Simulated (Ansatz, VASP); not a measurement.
Two plane-wave programs on CdF2

```xyz
3
Lattice="0.0000 2.6713 2.5153 2.6713 0.0000 2.5153 2.6713 2.6713 0.0000" Properties=species:S:1:pos:R:3 pbc="T T T"
Cd    0.0000    0.0000    0.0000
F     1.3357    1.3357    1.2577
F     4.0070    4.0070    3.7730
```

Alike in both runs: task single point; functional PBEsol; k mesh 8 × 8 × 8; occupations gaussian, width 0.05 eV; no spin polarisation.

```csv
,VASP,Ansatz
version,VASP 6.6.1,Ansatz 0.2.0
potentials or method,"VASP PAW PBE potentials, release 64 (Cd_sv_GW, F), cutoff 700 eV","scalar-relativistic, plane waves, PAW"
valence electrons in the cell,34,34
```

Ansatz gave:

| Quantity | Value |
| --- | --- |
| gap on the k mesh at the Fermi level (eV) | 3.13 |
| least direct gap on the mesh (eV) | 3.51 |
| pressure (GPa) | 11.0 |
| traceless stress, the component that is largest in VASP (GPa) | 4.86 |

Question: What did VASP give for the same quantities?

Answer: gap on the k mesh at the Fermi level (eV): 3.12; least direct gap on the mesh (eV): 3.49; pressure (GPa): 10.6; traceless stress, the component that is largest in VASP (GPa): 4.86.

VASP's potentials were made for PBE, not for PBEsol.
